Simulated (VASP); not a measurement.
Crystal: LiF (Griceite).

```
CELL_PARAMETERS angstrom
0.00000 1.99487 1.99487
1.99487 0.00000 1.99487
1.99487 1.99487 0.00000
ATOMIC_POSITIONS crystal
Li 0.00000 0.00000 0.00000
F 0.50000 0.50000 0.50000
```

Program: VASP 6.6.1. Alike in all runs: task single point; no spin polarisation; cell as given; k mesh 6 × 6 × 6; cutoff (eV) 520; smearing gaussian 0.01 eV.

Q: Order these runs on this cell by their band gap on the k mesh, lowest first.
A. level r2SCAN; potentials or basis VASP PAW PBE potentials, release 64 (Li_sv, F)
B. level LDA; potentials or basis VASP PAW LDA potentials, release 64 (Li_sv, F)
C. level PBE; potentials or basis VASP PAW PBE potentials, release 64 (Li_sv, F)

A: B (9.10 eV), C (9.35 eV), A (10.55 eV).

Caveats: all runs use coarse meshes.
